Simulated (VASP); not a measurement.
# CO2 (P4_12_12) in VASP: a series of runs

CO2 is run at these levels: PBE, r2SCAN; tasks: electric field gradients.

Everything below comes from runs of VASP 6.6.1. Logs are shortened: lines on timing, memory, paths and dates and some standing lists are left out, and cuts for length are marked.

### Step 1. The cell of the first run

It takes space group P4_12_12 (No. 92, tetragonal). The conventional cell has a = 5.069 Å, b = 5.069 Å, c = 7.232 Å, α = 90.00°, β = 90.00°, γ = 90.00°. Within 1.6 Å of C (site symmetry 2) lie 2 O at 1.17 Å. Within 1.6 Å of O (site symmetry 1) lie 1 C at 1.17 Å.

### Step 2. Electric field gradients, PBE

The input, INCAR:

```
SYSTEM = CO2
ALGO = Normal
EDIFF = 1E-8
ENCUT = 520
GGA = PE
ISIF = 2
ISMEAR = -1
LASPH = .TRUE.
LCHARG = .FALSE.
LEFG = .TRUE.
LREAL = .FALSE.
LWAVE = .FALSE.
NBANDS = 44
NELM = 100
PREC = Accurate
SIGMA = 0.02
```

The input, KPOINTS:

```
k-points
0
G
  5 5 4
  0 0 0
```

The input, POSCAR:

```
CO2
1.0
    5.0693110000      0.0000000000      0.0000000000
    0.0000000000      5.0693110000      0.0000000000
    0.0000000000      0.0000000000      7.2320250000
C O
4 8
Direct
    0.9887920000      0.0112080000      0.7500000000
    0.0112080000      0.9887920000      0.2500000000
    0.5112080000      0.5112080000      0.5000000000
    0.4887920000      0.4887920000      0.0000000000
    0.6749860000      0.3476070000      0.4926710000
    0.3250140000      0.6523930000      0.9926710000
    0.8476070000      0.8250140000      0.2426710000
    0.1523930000      0.1749860000      0.7426710000
    0.6523930000      0.3250140000      0.0073290000
    0.3476070000      0.6749860000      0.5073290000
    0.8250140000      0.8476070000      0.7573290000
    0.1749860000      0.1523930000      0.2573290000
```

Potentials or basis: VASP PAW PBE potentials, release 64 (C, O).

Started as:

```bash
cat potpaw_PBE.64/C/POTCAR potpaw_PBE.64/O/POTCAR > POTCAR
mpirun -np 1 vasp_std > vasp.out
```

OUTCAR:

```text
SYSTEM = CO2
   EDIFF = 1E-8
   ENCUT = 520
   GGA = PE
   ISIF = 2
   ISMEAR = -1
   LASPH = .TRUE.
   LREAL = .FALSE.
   NELM = 100
   PREC = Accurate

 ion  position               nearest neighbor table
   1  0.989  0.011  0.750-   8 1.17  11 1.17
   2  0.011  0.989  0.250-   7 1.17  12 1.17
   3  0.511  0.511  0.500-   5 1.17  10 1.17
   4  0.489  0.489  0.000-   6 1.17   9 1.17
   5  0.675  0.348  0.493-   3 1.17
   6  0.325  0.652  0.993-   4 1.17
   7  0.848  0.825  0.243-   2 1.17
   8  0.152  0.175  0.743-   1 1.17
   9  0.652  0.325  0.007-   4 1.17
  10  0.348  0.675  0.507-   3 1.17
  11  0.825  0.848  0.757-   1 1.17
  12  0.175  0.152  0.257-   2 1.17

  LATTYP: Found a simple tetragonal cell.
 ALAT       =     5.0693110000
 C/A-ratio  =     1.4266287864

  Lattice vectors:

 A1 = (   5.0693110000,   0.0000000000,   0.0000000000)
 A2 = (   0.0000000000,   5.0693110000,   0.0000000000)
 A3 = (   0.0000000000,   0.0000000000,   7.2320250000)

Analysis of symmetry for initial positions (statically):
=====================================================================
 Subroutine PRICEL returns:
 Original cell was already a primitive cell.

 Routine SETGRP: Setting up the symmetry group for a
 simple tetragonal supercell.

 Subroutine GETGRP returns: Found  8 space group operations
 (whereof  2 operations were pure point group operations)
 out of a pool of 16 trial point group operations.

The static configuration has the point symmetry C_2 .
 The point group associated with its full space group is D_4 .

Analysis of symmetry for dynamics (positions and initial velocities):
=====================================================================
 Subroutine PRICEL returns:
 Original cell was already a primitive cell.

 Routine SETGRP: Setting up the symmetry group for a
 simple tetragonal supercell.

 Subroutine GETGRP returns: Found  8 space group operations
 (whereof  2 operations were pure point group operations)
 out of a pool of 16 trial point group operations.

[... 1023 lines left out ...]
  external PRESSURE =       9.0259281 kB  Pullay stress =       0.0000000 kB

 VOLUME and BASIS-vectors are now :
 -----------------------------------------------------------------------------
  energy-cutoff  :      520.00
  volume of cell :      185.85
      direct lattice vectors                 reciprocal lattice vectors
     5.069311000  0.000000000  0.000000000     0.197265467  0.000000000  0.000000000
     0.000000000  5.069311000  0.000000000     0.000000000  0.197265467  0.000000000
     0.000000000  0.000000000  7.232025000     0.000000000  0.000000000  0.138273858

 POSITION                                       TOTAL-FORCE (eV/Angst)
 -----------------------------------------------------------------------------------
      5.01249      0.05682      5.42402         0.011364     -0.011364      0.000000
      0.05682      5.01249      1.80801        -0.011364      0.011364      0.000000
      2.59147      2.59147      3.61601        -0.011364     -0.011364      0.000000
      2.47784      2.47784      0.00000         0.011364      0.011364      0.000000
      3.42171      1.76213      3.56301        -0.028807     -0.003047      0.026066
      1.64760      3.30718      7.17902         0.028807      0.003047      0.026066
      4.29678      4.18225      1.75500        -0.003047      0.028807      0.026066
      0.77253      0.88706      5.37102         0.003047     -0.028807      0.026066
      3.30718      1.64760      0.05300         0.003047      0.028807     -0.026066
      1.76213      3.42171      3.66902        -0.003047     -0.028807     -0.026066
      4.18225      4.29678      5.47702         0.028807     -0.003047     -0.026066
      0.88706      0.77253      1.86101        -0.028807      0.003047     -0.026066
 -----------------------------------------------------------------------------------
    total drift:                               -0.000000      0.000000     -0.000000

  FREE ENERGIE OF THE ION-ELECTRON SYSTEM (eV)
  ---------------------------------------------------
  free  energy   TOTEN  =       -92.0434902380 eV

  energy  without entropy=      -92.0434902380  energy(sigma->0) =      -92.04349024

 Electric field gradients (V/A^2)
---------------------------------------------------------------------
 ion       V_xx      V_yy      V_zz      V_xy      V_xz      V_yz
---------------------------------------------------------------------
   1     -12.450   -12.450    24.900   -36.425     2.335     2.335
   2     -12.450   -12.450    24.900   -36.425    -2.335    -2.335
   3     -12.450   -12.450    24.900    36.425     2.335    -2.335
   4     -12.450   -12.450    24.900    36.425    -2.335     2.335
   5      16.293    16.298   -32.591   -55.200    -3.354     3.435
   6      16.293    16.298   -32.591   -55.200     3.354    -3.435
   7      16.298    16.293   -32.591    55.200     3.435     3.354
   8      16.298    16.293   -32.591    55.200    -3.435    -3.354
   9      16.298    16.293   -32.591   -55.200     3.435    -3.354
  10      16.298    16.293   -32.591   -55.200    -3.435     3.354
  11      16.293    16.298   -32.591    55.200    -3.354    -3.435
  12      16.293    16.298   -32.591    55.200     3.354     3.435
---------------------------------------------------------------------

 Electric field gradients after diagonalization (V/A^2)
 (convention: |V_zz| > |V_xx| > |V_yy|)
----------------------------------------------------------------------
 ion       V_xx      V_yy      V_zz     asymmetry (V_yy - V_xx)/ V_zz
----------------------------------------------------------------------
   1      25.047    23.976   -49.023       0.022
   2      25.047    23.976   -49.023       0.022
   3      25.047    23.976   -49.023       0.022
   4      25.047    23.976   -49.023       0.022
   5     -38.904   -32.812    71.716       0.085
   6     -38.904   -32.812    71.716       0.085
   7     -38.904   -32.812    71.716       0.085
   8     -38.904   -32.812    71.716       0.085
   9     -38.904   -32.812    71.716       0.085
  10     -38.904   -32.812    71.716       0.085
  11     -38.904   -32.812    71.716       0.085
  12     -38.904   -32.812    71.716       0.085
----------------------------------------------------------------------

           NMR quadrupolar parameters

 Cq : quadrupolar parameter    Cq=e*Q*V_zz/h
 eta: asymmetry parameters     (V_yy - V_xx)/ V_zz
 Q  : nuclear electric quadrupole moment in mb (millibarn)
----------------------------------------------------------------------
 ion       Cq(MHz)       eta       Q (mb)
----------------------------------------------------------------------
   1      -0.119       0.022       1.000
   2      -0.119       0.022       1.000
   3      -0.119       0.022       1.000
   4      -0.119       0.022       1.000
   5       0.173       0.085       1.000
   6       0.173       0.085       1.000
   7       0.173       0.085       1.000
   8       0.173       0.085       1.000
   9       0.173       0.085       1.000
  10       0.173       0.085       1.000
  11       0.173       0.085       1.000
  12       0.173       0.085       1.000
----------------------------------------------------------------------
```

stdout:

```text
POSCAR found type information on POSCAR C O
 POSCAR found :  2 types and      12 ions
 scaLAPACK will be used
 LDA part: xc-table for (Slater+PW92), standard interpolation
 POSCAR, INCAR and KPOINTS ok, starting setup
 FFT: planning ... GRIDC
 FFT: planning ... GRID_SOFT
 FFT: planning ... GRID
 WAVECAR not read
 entering main loop
ion   1

ion   2

ion   3

ion   4

ion   5
     0.0000293     5.9369390    -0.3616030     2.3834245     0.3339830     0.0068863
     0.0000403     5.9369389    -0.3616030     2.3834244     0.3339830     0.0068863
     0.0000555     5.9369388    -0.3616030     2.3834243     0.3339830     0.0068863
     0.0000765     5.9369385    -0.3616030     2.3834242     0.3339830     0.0068863
[... 72 lines left out ...]
ion  12
     0.0000293    -5.9369390    -0.3616030     2.3834245    -0.3339830     0.0068863
     0.0000403    -5.9369389    -0.3616030     2.3834244    -0.3339830     0.0068863
     0.0000555    -5.9369388    -0.3616030     2.3834243    -0.3339830     0.0068863
     0.0000765    -5.9369385    -0.3616030     2.3834242    -0.3339830     0.0068863

     0.0000293   -35.6086542    -2.1980268    17.3125894    -2.1198497     0.0267372
     0.0000403   -35.6086466    -2.1980264    17.3125856    -2.1198493     0.0267372
     0.0000555   -35.6086337    -2.1980256    17.3125791    -2.1198485     0.0267372
     0.0000765   -35.6086121    -2.1980242    17.3125682    -2.1198472     0.0267372
```

Wall time 81 s (1 thread of Intel Xeon 6975P-C (Granite Rapids), shared host); peak memory 0.32 GiB.

Results:

```
Free energy            : -92.0435 eV
Pressure               : 0.9 GPa
Largest force          : 0.039 eV/Å
Band gap on the k mesh : 6.43 eV, direct
```

Forces on the atoms (eV/Å):
```
C    0.011 -0.011  0.000
C   -0.011  0.011  0.000
C   -0.011 -0.011  0.000
C    0.011  0.011  0.000
O   -0.029 -0.003  0.026
O    0.029  0.003  0.026
O   -0.003  0.029  0.026
O    0.003 -0.029  0.026
O    0.003  0.029 -0.026
O   -0.003 -0.029 -0.026
O    0.029 -0.003 -0.026
O   -0.029  0.003 -0.026
```

Electric field gradients, principal values (V/Å²):
```csv
atom,least,middle,greatest (by size)
1 C,23.976,25.047,-49.023
2 C,23.976,25.047,-49.023
3 C,23.976,25.047,-49.023
4 C,23.976,25.047,-49.023
5 O,-32.812,-38.904,71.716
6 O,-32.812,-38.904,71.716
7 O,-32.812,-38.904,71.716
8 O,-32.812,-38.904,71.716
9 O,-32.812,-38.904,71.716
10 O,-32.812,-38.904,71.716
11 O,-32.812,-38.904,71.716
12 O,-32.812,-38.904,71.716
```

Caveat: without QUAD_EFG the Cq values of the log hold for a quadrupole moment of 1 mb, not for the nuclei.

### Step 3. Electric field gradients, r2SCAN

POSCAR is that of step 2.

The input, INCAR.step1:

```
PREC = Accurate
ENCUT = 520
ISMEAR = -1
SIGMA = 0.02
LREAL = F
LASPH = T
NELM = 100
NBANDS = 44
GGA = PE
ALGO = Normal
EDIFF = 1E-4
LWAVE = T
LCHARG = F
```

The input, INCAR.step2:

```
PREC = Accurate
ENCUT = 520
EDIFF = 1E-8
ISMEAR = -1
SIGMA = 0.02
LREAL = F
LASPH = T
NELM = 100
ALGO = Normal
ISIF = 2
LWAVE = F
LCHARG = F
METAGGA = R2SCAN
LMIXTAU = T
LEFG = T
NBANDS = 44
ISTART = 1
```

The input, KPOINTS:

```
regular mesh
0
Gamma
  5 5 4
```

Potentials or basis: VASP PAW PBE potentials, release 64 (C, O).

Started as:

```bash
cat potpaw_PBE.64/C/POTCAR potpaw_PBE.64/O/POTCAR > POTCAR
cp INCAR.step1 INCAR
mpirun -np 1 vasp_std > vasp.out
cp INCAR.step2 INCAR
mpirun -np 1 vasp_std > vasp.out
```

OUTCAR:

```text
PREC = Accurate
   ENCUT = 520
   EDIFF = 1E-8
   ISMEAR = -1
   LREAL = F
   LASPH = T
   NELM = 100
   ISIF = 2
   METAGGA = R2SCAN
   ISTART = 1

 ion  position               nearest neighbor table
   1  0.989  0.011  0.750-   8 1.17  11 1.17
   2  0.011  0.989  0.250-   7 1.17  12 1.17
   3  0.511  0.511  0.500-   5 1.17  10 1.17
   4  0.489  0.489  0.000-   6 1.17   9 1.17
   5  0.675  0.348  0.493-   3 1.17
   6  0.325  0.652  0.993-   4 1.17
   7  0.848  0.825  0.243-   2 1.17
   8  0.152  0.175  0.743-   1 1.17
   9  0.652  0.325  0.007-   4 1.17
  10  0.348  0.675  0.507-   3 1.17
  11  0.825  0.848  0.757-   1 1.17
  12  0.175  0.152  0.257-   2 1.17

[... 1114 lines left out ...]
----------------------------------------------------------------------
 ion       V_xx      V_yy      V_zz     asymmetry (V_yy - V_xx)/ V_zz
----------------------------------------------------------------------
   1      28.516    27.464   -55.980       0.019
   2      28.516    27.464   -55.980       0.019
   3      28.516    27.464   -55.980       0.019
   4      28.516    27.464   -55.980       0.019
   5     -41.928   -35.176    77.104       0.088
   6     -41.928   -35.176    77.104       0.088
   7     -41.928   -35.176    77.104       0.088
   8     -41.928   -35.176    77.104       0.088
   9     -41.928   -35.176    77.104       0.088
  10     -41.928   -35.176    77.104       0.088
  11     -41.928   -35.176    77.104       0.088
  12     -41.928   -35.176    77.104       0.088
----------------------------------------------------------------------

           NMR quadrupolar parameters

 Cq : quadrupolar parameter    Cq=e*Q*V_zz/h
 eta: asymmetry parameters     (V_yy - V_xx)/ V_zz
 Q  : nuclear electric quadrupole moment in mb (millibarn)
----------------------------------------------------------------------
 ion       Cq(MHz)       eta       Q (mb)
----------------------------------------------------------------------
   1      -0.135       0.019       1.000
   2      -0.135       0.019       1.000
   3      -0.135       0.019       1.000
   4      -0.135       0.019       1.000
   5       0.186       0.088       1.000
   6       0.186       0.088       1.000
   7       0.186       0.088       1.000
   8       0.186       0.088       1.000
   9       0.186       0.088       1.000
  10       0.186       0.088       1.000
  11       0.186       0.088       1.000
  12       0.186       0.088       1.000
----------------------------------------------------------------------
```

OSZICAR.step1:

```text
N       E                     dE             d eps       ncg     rms          rms(c)
DAV:   1     0.427562991836E+03    0.42756E+03   -0.33437E+04  1592   0.132E+03
DAV:   2    -0.653845982688E+02   -0.49295E+03   -0.48057E+03  2064   0.319E+02
DAV:   3    -0.979738265343E+02   -0.32589E+02   -0.32350E+02  1852   0.867E+01
DAV:   4    -0.984031609551E+02   -0.42933E+00   -0.42748E+00  1836   0.110E+01
DAV:   5    -0.984102801745E+02   -0.71192E-02   -0.71175E-02  1824   0.138E+00    0.189E+01
DAV:   6    -0.925627150953E+02    0.58476E+01   -0.18133E+01  1804   0.225E+01    0.867E+00
DAV:   7    -0.921680592552E+02    0.39466E+00   -0.94800E-01  1824   0.536E+00    0.486E+00
DAV:   8    -0.920581992931E+02    0.10986E+00   -0.67854E-01  1748   0.383E+00    0.103E+00
DAV:   9    -0.920426592589E+02    0.15540E-01   -0.48142E-02  1728   0.122E+00    0.406E-01
DAV:  10    -0.920431210565E+02   -0.46180E-03   -0.12152E-02  1856   0.492E-01    0.850E-02
DAV:  11    -0.920434188647E+02   -0.29781E-03   -0.31735E-04  1584   0.101E-01    0.344E-02
DAV:  12    -0.920434896898E+02   -0.70825E-04   -0.53795E-05  1144   0.431E-02
   1 F= -.92043490E+02 E0= -.92043490E+02  d E =-.857818E-11
```

Wall time 4.8 min (1 thread of Intel Xeon 6975P-C (Granite Rapids), shared host); peak memory 0.35 GiB.

What came out:

```
Free energy            : -102.8566 eV
Pressure               : -2.4 GPa
Largest force          : 0.778 eV/Å
Band gap on the k mesh : 7.05 eV, direct
```

Forces on the atoms (eV/Å):
```
C    0.013 -0.013  0.000
C   -0.013  0.013  0.000
C   -0.013 -0.013  0.000
C    0.013  0.013  0.000
O   -0.564  0.532  0.063
O    0.564 -0.532  0.063
O    0.532  0.564  0.063
O   -0.532 -0.564  0.063
O   -0.532  0.564 -0.063
O    0.532 -0.564 -0.063
O    0.564  0.532 -0.063
O   -0.564 -0.532 -0.063
```

Stress tensor (GPa, compression positive):
```
-3.64  0.00  0.00
 0.00 -3.64  0.00
 0.00  0.00 -0.04
```

Levels at points of the mesh, in eV from the valence-band top:
| k point | band 30 | band 31 | band 32 | band 33 | band 34 | band 35 |
| --- | --- | --- | --- | --- | --- | --- |
| (0.00, 0.00, 0.00) | -0.24 | -0.24 | 0.00 | 7.05 | 8.32 | 8.32 |
| (0.00, 0.00, 0.50) | -0.42 | -0.13 | -0.13 | 8.05 | 8.05 | 8.51 |

Electric field gradients, principal values (V/Å²):
| atom | least | middle | greatest (by size) |
| --- | --- | --- | --- |
| 1 C | 27.464 | 28.516 | -55.980 |
| 2 C | 27.464 | 28.516 | -55.980 |
| 3 C | 27.464 | 28.516 | -55.980 |
| 4 C | 27.464 | 28.516 | -55.980 |
| 5 O | -35.176 | -41.928 | 77.104 |
| 6 O | -35.176 | -41.928 | 77.104 |
| 7 O | -35.176 | -41.928 | 77.104 |
| 8 O | -35.176 | -41.928 | 77.104 |
| 9 O | -35.176 | -41.928 | 77.104 |
| 10 O | -35.176 | -41.928 | 77.104 |
| 11 O | -35.176 | -41.928 | 77.104 |
| 12 O | -35.176 | -41.928 | 77.104 |

Caveat: without QUAD_EFG the Cq values of the log hold for a quadrupole moment of 1 mb, not for the nuclei; the PAW data sets were made with another functional, which shifts forces and pressure a little. A k mesh can miss the band edges.

[end of part 1 of 2]
